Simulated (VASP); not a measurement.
# Lu4ZrO (F-43m) in VASP: notebook

The runs below take Lu4ZrO through single point, relaxation of cell and atoms, with PBE.

Program: VASP 6.6.1. These are calculated values, not measurements. Logs are shortened: lines on timing, memory, paths and dates and some standing lists are left out, and cuts for length are marked.

## (1) The cell of the first run

The structure is cubic, space group F-43m (No. 216). The conventional cell has a = 8.630 Å, b = 8.630 Å, c = 8.630 Å, α = 90.00°, β = 90.00°, γ = 90.00°. Within 4.0 Å of Lu (site symmetry 3m) lie 6 Lu at 3.02 to 3.08 Å and 3 Zr at 3.57 Å and 3 O at 3.58 Å. Zr (site symmetry -43m) has 12 Lu at 3.57 Å and 4 O at 3.74 Å within 4.7 Å. O (site symmetry -43m) has 12 Lu at 3.58 Å and 4 Zr at 3.74 Å within 4.7 Å.

The cell was generated, and may not be a known phase.

## (2) Single point, PBE

The input, INCAR:

```
PREC = Accurate
ENCUT = 520
EDIFF = 1E-7
ISMEAR = 0
SIGMA = 0.1
LREAL = F
LASPH = T
NELM = 80
ALGO = Normal
ISIF = 2
LWAVE = F
LCHARG = T
GGA = PE
LELF = T
LVHAR = T
NBANDS = 68
```

The input, KPOINTS:

```
regular mesh
0
Gamma
  4 4 4
```

The input, POSCAR:

```
Lu4ZrO
1.0
    0.0000000000      4.3149388575      4.3149388575
    4.3149388575      0.0000000000      4.3149388575
    4.3149388575      4.3149388575      0.0000000000
Lu Zr O
4 1 1
Direct
    0.6284354650      0.1238548450      0.1238548450
    0.1238548450      0.6284354650      0.1238548450
    0.1238548450      0.1238548450      0.6284354650
    0.1238548450      0.1238548450      0.1238548450
    0.7500000000      0.7500000000      0.7500000000
    0.5000000000      0.5000000000      0.5000000000
```

Potentials or basis: VASP PAW PBE potentials, release 64 (Lu, Zr_sv, O).

On the command line:

```bash
> cat potpaw_PBE.64/Lu/POTCAR potpaw_PBE.64/Zr_sv/POTCAR potpaw_PBE.64/O/POTCAR > POTCAR
> mpirun -np 1 vasp_std > vasp.out
```

OUTCAR:

```text
PREC = Accurate
   ENCUT = 520
   EDIFF = 1E-7
   ISMEAR = 0
   LREAL = F
   LASPH = T
   NELM = 80
   ISIF = 2
   GGA = PE

 ion  position               nearest neighbor table
   1  0.628  0.124  0.124-   2 3.02   3 3.02   4 3.02   2 3.08   3 3.08   4 3.08   5 3.57   5 3.57
                             5 3.57
   2  0.124  0.628  0.124-   1 3.02   3 3.02   4 3.02   1 3.08   3 3.08   4 3.08   5 3.57   5 3.57
                             5 3.57
   3  0.124  0.124  0.628-   1 3.02   2 3.02   4 3.02   2 3.08   1 3.08   4 3.08   5 3.57   5 3.57
                             5 3.57
   4  0.124  0.124  0.124-   1 3.02   2 3.02   3 3.02   1 3.08   2 3.08   3 3.08   5 3.57   5 3.57
                             5 3.57
   5  0.750  0.750  0.750-   1 3.57   2 3.57   3 3.57   4 3.57   4 3.57   4 3.57   1 3.57   3 3.57
                             2 3.57   2 3.57   3 3.57   1 3.57
   6  0.500  0.500  0.500-

  LATTYP: Found a face centered cubic cell.
 ALAT       =     8.6298777150

  Lattice vectors:

 A1 = (   0.0000000000,   4.3149388575,   4.3149388575)
 A2 = (   4.3149388575,   0.0000000000,   4.3149388575)
 A3 = (   4.3149388575,   4.3149388575,   0.0000000000)

Analysis of symmetry for initial positions (statically):
=====================================================================
 Subroutine PRICEL returns:
 Original cell was already a primitive cell.

 Routine SETGRP: Setting up the symmetry group for a
 face centered cubic supercell.

 Subroutine GETGRP returns: Found 24 space group operations
 (whereof 24 operations were pure point group operations)
 out of a pool of 48 trial point group operations.

The static configuration has the point symmetry T_d .

Analysis of symmetry for dynamics (positions and initial velocities):
=====================================================================
 Subroutine PRICEL returns:
 Original cell was already a primitive cell.

 Routine SETGRP: Setting up the symmetry group for a
 face centered cubic supercell.

 Subroutine GETGRP returns: Found 24 space group operations
 (whereof 24 operations were pure point group operations)
 out of a pool of 48 trial point group operations.

The dynamic configuration has the point symmetry T_d .

 Subroutine INISYM returns: Found 24 space group operations
 (whereof 24 operations are pure point group operations),
 and found     1 'primitive' translations

----------------------------------------------------------------------------------------

                                     Primitive cell

  volume of cell :     160.6771

  direct lattice vectors                    reciprocal lattice vectors
     0.000000000  4.314938857  4.314938857    -0.115876497  0.115876497  0.115876497
     4.314938857  0.000000000  4.314938857     0.115876497 -0.115876497  0.115876497
     4.314938857  4.314938857  0.000000000     0.115876497  0.115876497 -0.115876497

  length of vectors
     6.102245053  6.102245053  6.102245053     0.200703980  0.200703980  0.200703980

  position of ions in fractional coordinates (direct lattice)
     0.628435465  0.123854845  0.123854845
     0.123854845  0.628435465  0.123854845
     0.123854845  0.123854845  0.628435465
     0.123854845  0.123854845  0.123854845
     0.750000000  0.750000000  0.750000000
     0.500000000  0.500000000  0.500000000

  ion indices of the primitive-cell ions
   primitive index   ion index
                 1           1
                 2           2
                 3           3
                 4           4
                 5           5
                 6           6

----------------------------------------------------------------------------------------

 KPOINTS: regular mesh

Automatic generation of k-mesh.
 Grid dimensions read from file:
 generate k-points for:    4    4    4

 Generating k-lattice:

  Cartesian coordinates                     Fractional coordinates (reciprocal lattice)
    -0.028969124  0.028969124  0.028969124     0.250000000  0.000000000  0.000000000
     0.028969124 -0.028969124  0.028969124     0.000000000  0.250000000  0.000000000
     0.028969124  0.028969124 -0.028969124     0.000000000  0.000000000  0.250000000

  Length of vectors
     0.050175995  0.050175995  0.050175995

  Shift w.r.t. Gamma in fractional coordinates (k-lattice)
     0.000000000  0.000000000  0.000000000

 Subroutine IBZKPT returns following result:
 ===========================================

 Found      8 irreducible k-points:

 Following reciprocal coordinates:
            Coordinates               Weight
  0.000000  0.000000  0.000000      1.000000
  0.250000  0.000000  0.000000      8.000000
  0.500000  0.000000  0.000000      4.000000
  0.250000  0.250000  0.000000      6.000000
  0.500000  0.250000  0.000000     24.000000
 -0.250000  0.250000  0.000000     12.000000
  0.500000  0.500000  0.000000      3.000000
 -0.250000  0.500000  0.250000      6.000000
   k-points           NKPTS =      8   k-points in BZ     NKDIM =      8   number of bands    NBANDS=     68
   number of dos      NEDOS =    301   number of ions     NIONS =      6
   total plane-waves  NPLWV = 110592
   dimension x,y,z NGX =    48 NGY =   48 NGZ =   48
   dimension x,y,z NGXF=    96 NGYF=   96 NGZF=   96
   ions per type =               4   1   1
   NGX,Y,Z   is equivalent  to a cutoff of  13.08, 13.08, 13.08 a.u.
   NGXF,Y,Z  is equivalent  to a cutoff of  26.15, 26.15, 26.15 a.u.
 SYSTEM =  unknown system
   PREC   = accura    normal or accurate (medium, high low for compatibility)
   ISTART =      0    job   : 0-new  1-cont  2-samecut
   ICHARG =      2    charge: 1-file 2-atom 10-const
   ISPIN  =      1    spin polarized calculation?
   LNONCOLLINEAR =      F non collinear calculations
   LSORBIT =      F    spin-orbit coupling
   LASPH  =      T    aspherical Exc in radial PAW
   ENCUT  =  520.0 eV  38.22 Ry    6.18 a.u.  11.35 11.35 11.35*2*pi/ulx,y,z
   NELM   =     80;   NELMIN=  2; NELMDL= -5     # of ELM steps
   EDIFF  = 0.1E-06   stopping-criterion for ELM
   LREAL  =      F    real-space projection
   EDIFFG = 0.1E-05   stopping-criterion for IOM
   NSW    =      0    number of steps for IOM
   IBRION =     -1    ionic relax: 0-MD 1-quasi-New 2-CG
   NFREE  =      0    steps in history (QN), initial steepest desc. (CG)
   ISIF   =      2    stress and relaxation
   ISYM   =      2    0-nonsym 1-usesym 2-fastsym
   POTIM  = 0.5000    time-step for ionic-motion
   TEBEG  =    0.0;   TEEND  =   0.0 temperature during run
   PSTRESS=    0.0 pullay stress
   NELECT =     118.0000    total number of electrons
   NUPDOWN=      -1.0000    fix difference up-down
   EMIN   =  10.00;   EMAX   =-10.00  energy-range for DOS
   EFERMI =   0.00;   METHOD = LEGACY
   ISMEAR =     0;   SIGMA  =   0.10  broadening in eV -4-tet -1-fermi 0-gaus
   EFERMI_NEDOS =   21; number of points for ismear=-14 and -15
   IALGO  =     38    algorithm
   IMIX   =      4    mixing-type and parameters
     AMIX     =   0.40;   BMIX     =  1.00
     AMIX_MAG =   1.60;   BMIX_MAG =  1.00
  volume/ion in A,a.u.               =      26.78       180.72
  Fermi-wavevector in a.u.,A,eV,Ry     =   1.477013  2.791149 29.682009  2.181566
  Thomas-Fermi vector in A             =   2.591469
   LORBIT       =      0    0 simple, 1 ext, 2 COOP (PROOUT), +10 PAW based schemes
   GGA     = PE    functional components
   LHFCALC =     F    Hartree Fock is set to
   AEXX    =    0.0000 exact exchange contribution
   IVDW    =     0    specifies the selected vdW correction
   LEPSILON=     F    determine dielectric tensor
   LRPA    =     F    only Hartree local field effects (RPA)
 non-spin polarized calculation
 Gauss-broadening in eV      SIGMA  =   0.10
  energy-cutoff  :      520.00
  volume of cell :      160.68
 maximum number of plane-waves:      4348
 NGX is ok and might be reduce to    48
   NGX = 23   NGY = 23   NGZ = 23

 number of electron     118.0000009 magnetization

 Free energy of the ion-electron system (eV)
  ---------------------------------------------------
  ext. energy  EPLUGINS =         0.00000000
  ---------------------------------------------------
  free energy    TOTEN  =       -27.15706405 eV

  energy without entropy =      -27.06240566  energy(sigma->0) =      -27.10973486

 E-fermi :   2.4243     XC(G=0): -10.2429

 val. band max:        2.4229483892   @ k =   0.5000   0.2500   0.0000
 cond. band min:       2.4275212073   @ k =  -0.2500   0.2500   0.0000
 fundamental gap:      0.0045728181
 Fermi energy:         2.4243211986

 k-point     1 :       0.0000    0.0000    0.0000
  band No.  band energies     occupation
      1     -53.8059      2.00000
      2     -53.7067      2.00000
      3     -53.7067      2.00000
      4     -53.7067      2.00000
      5     -46.8699      2.00000
      6     -25.3320      2.00000
[... 60 lines left out ...]
     67       3.8416      0.00000
     68       5.3249      0.00000

 k-point     2 :       0.2500    0.0000    0.0000
  band No.  band energies     occupation
      1     -53.7957      2.00000
      2     -53.7170      2.00000
      3     -53.7067      2.00000
      4     -53.7067      2.00000
      5     -46.8699      2.00000
      6     -25.2289      2.00000
[... 60 lines left out ...]
     67       4.0923      0.00000
     68       4.5875      0.00000

 k-point     3 :       0.5000    0.0000    0.0000
  band No.  band energies     occupation
      1     -53.7816      2.00000
      2     -53.7313      2.00000
      3     -53.7067      2.00000
      4     -53.7067      2.00000
      5     -46.8700      2.00000
      6     -25.1146      2.00000
[... 60 lines left out ...]
     67       4.5551      0.00000
     68       4.5551      0.00000

 k-point     4 :       0.2500    0.2500    0.0000
  band No.  band energies     occupation
      1     -53.7916      2.00000
      2     -53.7211      2.00000
      3     -53.7067      2.00000
      4     -53.7067      2.00000
      5     -46.8700      2.00000
      6     -25.1822      2.00000
[... 60 lines left out ...]
     67       4.0503      0.00000
     68       4.4165      0.00000

 k-point     5 :       0.5000    0.2500    0.0000
  band No.  band energies     occupation
      1     -53.7747      2.00000
      2     -53.7383      2.00000
      3     -53.7067      2.00000
      4     -53.7067      2.00000
      5     -46.8700      2.00000
      6     -25.0262      2.00000
[... 60 lines left out ...]
     67       4.2408      0.00000
     68       4.5556      0.00000

 k-point     6 :      -0.2500    0.2500    0.0000
  band No.  band energies     occupation
      1     -53.7816      2.00000
      2     -53.7313      2.00000
      3     -53.7067      2.00000
      4     -53.7067      2.00000
      5     -46.8700      2.00000
      6     -25.0914      2.00000
[... 60 lines left out ...]
     67       4.1964      0.00000
     68       4.5610      0.00000

 k-point     7 :       0.5000    0.5000    0.0000
  band No.  band energies     occupation
      1     -53.7617      2.00000
      2     -53.7513      2.00000
      3     -53.7067      2.00000
      4     -53.7067      2.00000
      5     -46.8700      2.00000
      6     -24.8966      2.00000
[... 60 lines left out ...]
     67       3.8630      0.00000
     68       4.8090      0.00000

 k-point     8 :      -0.2500    0.5000    0.2500
  band No.  band energies     occupation
      1     -53.7617      2.00000
      2     -53.7513      2.00000
      3     -53.7067      2.00000
      4     -53.7067      2.00000
      5     -46.8700      2.00000
      6     -24.8813      2.00000
[... 60 lines left out ...]
     67       4.1165      0.00000
     68       4.7339      0.00000

------------------------ aborting loop because EDIFF is reached ----------------------------------------

  FORCE on cell =-STRESS in cart. coord.  units (eV):
  Direction    XX          YY          ZZ          XY          YZ          ZX
  --------------------------------------------------------------------------------------
  -------------------------------------------------------------------------------------
  Total        0.3591042      0.3591042      0.3591042      0.0000000      0.0000000      0.0000000
  in kB        3.5807761      3.5807761      3.5807761      0.0000000      0.0000000      0.0000000
  external PRESSURE =       3.5807761 kB  Pullay stress =       0.0000000 kB

 VOLUME and BASIS-vectors are now :
 -----------------------------------------------------------------------------
  energy-cutoff  :      520.00
  volume of cell :      160.68
      direct lattice vectors                 reciprocal lattice vectors
     0.000000000  4.314938857  4.314938857    -0.115876497  0.115876497  0.115876497
     4.314938857  0.000000000  4.314938857     0.115876497 -0.115876497  0.115876497
     4.314938857  4.314938857  0.000000000     0.115876497  0.115876497 -0.115876497

 POSITION                                       TOTAL-FORCE (eV/Angst)
 -----------------------------------------------------------------------------------
      1.06885      3.24609      3.24609        -0.000351      0.000351      0.000351
      3.24609      1.06885      3.24609         0.000351     -0.000351      0.000351
      3.24609      3.24609      1.06885         0.000351      0.000351     -0.000351
      1.06885      1.06885      1.06885        -0.000351     -0.000351     -0.000351
      6.47241      6.47241      6.47241         0.000000     -0.000000      0.000000
      4.31494      4.31494      4.31494         0.000000     -0.000000      0.000000
 -----------------------------------------------------------------------------------
    total drift:                                0.000001      0.000001      0.000001

  FREE ENERGIE OF THE ION-ELECTRON SYSTEM (eV)
  ---------------------------------------------------
  free  energy   TOTEN  =       -27.1570640529 eV

  energy  without entropy=      -27.0624056634  energy(sigma->0) =      -27.10973486
```

It took 1.9 min on 1 thread of Intel Xeon Platinum 8488C (Sapphire Rapids), shared host; peak memory 0.37 GiB.

What came out:

- Free energy: -27.1571 eV
- Pressure: 0.4 GPa
- Band gap on the k mesh: zero (bands 59 and 60 overlap by 0.20 eV)

Caveat: spin-orbit coupling is left out, which moves the levels of the heavy elements.

## (3) Relaxation of cell and atoms, PBE

This run uses another cell than the first one, of 19.13 Å³/atom.

The input, INCAR:

```
SYSTEM = Lu4ZrO
ALGO = Normal
EDIFF = 1E-6
EDIFFG = -0.04
ENCUT = 600
GGA = PE
IBRION = 2
ISIF = 3
ISMEAR = 0
LASPH = .True.
LCHARG = .False.
LREAL = .False.
LWAVE = .False.
NELM = 60
NSW = 90
PREC = Accurate
SIGMA = 0.1
```

The input, KPOINTS:

```
k-points
0
Gamma
  4 4 4
  0 0 0
```

The input, POSCAR:

```
Lu4ZrO
1.0
    0.0000000000      3.8569244500      3.8569244500
    3.8569244500      0.0000000000      3.8569244500
    3.8569244500      3.8569244500      0.0000000000
Lu Zr O
4 1 1
Direct
    0.6227704100      0.1257432000      0.1257432000
    0.1257432000      0.6227704100      0.1257432000
    0.1257432000      0.1257432000      0.6227704100
    0.1257432000      0.1257432000      0.1257432000
    0.7500000000      0.7500000000      0.7500000000
    0.5000000000      0.5000000000      0.5000000000
```

Potentials or basis: VASP PAW PBE potentials, release 64 (Lu, Zr_sv, O).

On the command line:

```bash
> cat potpaw_PBE.64/Lu/POTCAR potpaw_PBE.64/Zr_sv/POTCAR potpaw_PBE.64/O/POTCAR > POTCAR
> mpirun -np 1 vasp_std > vasp.out
```

Run time: 5.5 min. Hardware: 1 thread of Intel Xeon Platinum 8488C (Sapphire Rapids), shared host; peak memory 0.38 GiB.

The run converged. Its results:

```yaml
Free_energy: -27.1339 eV
Relaxed_volume: 26.81 Å³/atom
Relaxed_cell: a = 6.104 Å, b = 6.104 Å, c = 6.104 Å, α = 60.00°, β = 60.00°, γ = 60.00°
Space_group_after_relaxing_to_0.1_Å: F-43m (No. 216)
Energy_gained_by_relaxing: 480.1 meV/atom
Ionic_steps: 3
Pressure_after_relaxing: 0.2 GPa
Largest_force_after_relaxing: 0.016 eV/Å
Band_gap_on_the_k_mesh: zero (bands 59 and 60 overlap by 0.20 eV)
```

Forces on the atoms (eV/Å):
```
Lu  -0.009  0.009  0.009
Lu   0.009 -0.009  0.009
Lu   0.009  0.009 -0.009
Lu  -0.009 -0.009 -0.009
Zr   0.000  0.000  0.000
O    0.000  0.000  0.000
```

The path:
| step | energy change (eV) | largest force (eV/Å) | pressure (GPa) | volume (Å³) |
| --- | --- | --- | --- | --- |
| 1 | 0.0000 | 0.5987 | 24.82 | 114.75 |
| 2 | -2.8109 | 0.0334 | -2.18 | 171.31 |
| 3 | -2.8808 | 0.0159 | 0.16 | 160.84 |

Final structure:
```yaml
crystal:
  lattice:
    - [0.00000, 4.31640, 4.31640]
    - [4.31640, 0.00000, 4.31640]
    - [4.31640, 4.31640, 0.00000]
  atoms:
    - { symbol: Lu, position: [0.62831, 0.12390, 0.12390] }
    - { symbol: Lu, position: [0.12390, 0.62831, 0.12390] }
    - { symbol: Lu, position: [0.12390, 0.12390, 0.62831] }
    - { symbol: Lu, position: [0.12390, 0.12390, 0.12390] }
    - { symbol: Zr, position: [0.75000, 0.75000, 0.75000] }
    - { symbol: O, position: [0.50000, 0.50000, 0.50000] }
```

Levels at points of the mesh, in eV from the Fermi level:
```csv
k point,band 57,band 58,band 59,band 60,band 61,band 62
"(0.00, 0.00, 0.00)",-1.49,0.17,0.17,0.26,0.26,0.26
"(0.50, 0.00, 0.00)",-0.82,-0.07,-0.07,-0.03,0.79,0.85
"(0.50, 0.50, 0.00)",-0.53,-0.04,0.09,0.22,0.26,1.00
```

Caveat: the volume moved by over 15 % at a fixed basis, so the end points are rough; spin-orbit coupling is left out, which moves the levels of the heavy elements.
